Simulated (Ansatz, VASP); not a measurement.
# Two plane-wave programs on K2S

```xyz
3
Lattice="0.0000 3.6188 3.6188 3.6188 0.0000 3.6188 3.6188 3.6188 0.0000" Properties=species:S:1:pos:R:3 pbc="T T T"
K     1.8094    1.8094    1.8094
K     5.4281    5.4281    5.4281
S     0.0000    0.0000    0.0000
```

Alike in both runs: task single point; functional PBEsol; k mesh 6 × 6 × 6; occupations gaussian, width 0.05 eV; no spin polarisation.

|  | VASP | Ansatz |
| --- | --- | --- |
| version | VASP 6.6.1 | Ansatz 0.2.0 |
| potentials or method | VASP PAW PBE potentials, release 64 (K_sv, S), cutoff 500 eV | scalar-relativistic, plane waves, PAW |
| valence electrons in the cell | 24 | 24 |

|  | VASP | Ansatz | Ansatz less VASP |
| --- | --- | --- | --- |
| gap on the k mesh at the Fermi level (eV) | 2.44 | 2.44 | +0.002 |
| least direct gap on the mesh (eV) | 2.71 | 2.72 | +0.003 |
| pressure (GPa) | 1.0 | 0.9 | -0.06 |

VASP's potentials were made for PBE, not for PBEsol.
